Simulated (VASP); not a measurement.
KF, 2 atoms in the cell. The structure is trigonal, space group R-3m (No. 166). The conventional cell has a = 3.710 Å, b = 3.710 Å, c = 9.383 Å, α = 90.00°, β = 90.00°, γ = 120.00°. Within 3.5 Å of K (site symmetry -3m) lie 6 F at 2.65 Å. Within 3.5 Å of F (site symmetry -3m) lie 6 K at 2.65 Å. 

```yaml
Program: VASP 6.6.1
Task: single point
Functional: PBE
Potentials_or_basis: VASP PAW PBE potentials, release 64 (K_sv, F)
Cutoff: 520 eV
k_mesh: 8 × 8 × 8
Occupations: gaussian, width 0.05 eV
Spin: no spin polarisation
Dipole_correction: no
Further_INCAR_settings: ALGO = Normal; EDIFF = 1e-06; NBANDS = 15
```

Potentials or basis: VASP PAW PBE potentials, release 64 (K_sv, F).

The run is started by

```sh
$ cat potpaw_PBE.64/K_sv/POTCAR potpaw_PBE.64/F/POTCAR > POTCAR
$ mpirun -np 1 vasp_std > vasp.out
```

Hardware: 1 thread of Intel(R) Xeon(R) 6975P-C (Granite Rapids), with other jobs on the host.

Q: How long does it take, and how much memory?

A: It took 14 s on 1 thread of Intel(R) Xeon(R) 6975P-C (Granite Rapids), on a shared host, peak memory 0.17 GiB. Counts: scf iterations 13, k points 65.
